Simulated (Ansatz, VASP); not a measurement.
## One calculation of NaI, two programs

```
CELL_PARAMETERS angstrom
0.00000 3.13931 3.18785
3.13931 0.00000 3.18785
3.13931 3.13931 0.00000
ATOMIC_POSITIONS crystal
Na 0.00000 0.00000 0.00000
I 0.50000 0.50000 0.50000
```

Change from the starting cell: strain -0.030 along x and y, -0.015 along z, atoms carried along.

Alike in both runs: task single point; functional PBE; k mesh 6 × 6 × 6; occupations gaussian, width 0.05 eV; no spin polarisation.

|  | VASP | Ansatz |
| --- | --- | --- |
| version | VASP 6.6.1 | Ansatz 0.2.0 |
| potentials or method | VASP PAW PBE potentials, release 64 (Na_pv, I), cutoff 520 eV | scalar-relativistic, plane waves, PAW |
| valence electrons in the cell | 14 | 26 |

```tsv
	VASP	Ansatz	Ansatz less VASP
gap on the k mesh at the Fermi level (eV)	3.85	3.85	+0.004
least direct gap on the mesh (eV)	3.85	3.85	+0.004
pressure (GPa)	2.0	2.0	-0.03
traceless stress, the component that is largest in VASP (GPa)	-0.39	-0.38	+0.002
```

With one functional, cell and mesh, what is left measures potentials, basis and numerics. VASP's potentials hold 14 valence electrons a cell and Ansatz's 26, so a difference there can come from the potentials and not from the codes.

Spin-orbit coupling is off throughout.
